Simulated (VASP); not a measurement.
MoS2:

```
CELL_PARAMETERS angstrom
3.17301 0.00000 0.00000
-1.58650 2.74791 0.00000
0.00000 0.00000 12.43542
ATOMIC_POSITIONS crystal
Mo 0.66667 0.33333 0.25002
Mo 0.33333 0.66667 0.74998
S 0.33333 0.66667 0.37512
S 0.66667 0.33333 0.87509
S 0.33333 0.66667 0.12491
S 0.66667 0.33333 0.62488
```

Base run:

- Program: VASP 6.6.1
- Functional: PBE
- Potentials or basis: VASP PAW PBE potentials, release 64 (Mo_sv, S)
- Cutoff: 520 eV
- k mesh: 6 × 6 × 2
- Occupations: gaussian, width 0.01 eV
- Spin: no spin polarisation

Its results: band gap on the k mesh 0.95 eV, indirect (least direct gap 1.64 eV); pressure 2.3 GPa; largest force 0.102 eV/Å.

Question: The run is repeated on the same cell with these changes: k mesh from 6 × 6 × 2 to 8 × 8 × 1. What comes out?

Answer: Band gap on the k mesh 1.04 eV, indirect (least direct gap 1.93 eV); pressure 2.4 GPa; largest force 0.080 eV/Å.

Caveats: some runs use coarse meshes.

A k mesh can miss the band edges.
